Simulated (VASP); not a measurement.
A run of VASP 6.6.1:

Contents of INCAR:

```
SYSTEM = Te
ALGO = Normal
EDIFF = 1E-6
ENCUT = 520
GGA = PS
ISIF = 2
ISMEAR = 0
LASPH = .True.
LCHARG = .False.
LREAL = .False.
LWAVE = .False.
NBANDS = 20
NELM = 100
PREC = Accurate
SIGMA = 0.1
```

File KPOINTS:

```
k-points
0
Gamma
  4 4 2
  0 0 0
```

Contents of POSCAR:

```
Te
1.0
    3.7458737631     -2.1006325073      0.0000000000
    3.7458737631      2.1006325073      0.0000000000
    0.0000000000      0.0000000000      8.3142468962
Te
4
Direct
    0.7500072731      0.2499927269      0.1249625751
    0.7499927269      0.2500072731      0.6249625751
    0.2499927269      0.7500072731      0.8750374249
    0.2500072731      0.7499927269      0.3750374249
```

Potentials or basis: VASP PAW PBE potentials, release 64 (Te).

Launch:

```bash
$ cat potpaw_PBE.64/Te/POTCAR > POTCAR
$ mpirun -np 1 vasp_std > vasp.out
```

Hardware: 1 thread of Intel(R) Xeon(R) 6975P-C (Granite Rapids), on a shared host.

How long does it take, and how much memory?

Wall time 19 s on 1 thread of Intel(R) Xeon(R) 6975P-C (Granite Rapids) (shared host), peak memory 0.23 GiB. Counts: scf iterations 12, k points 14.
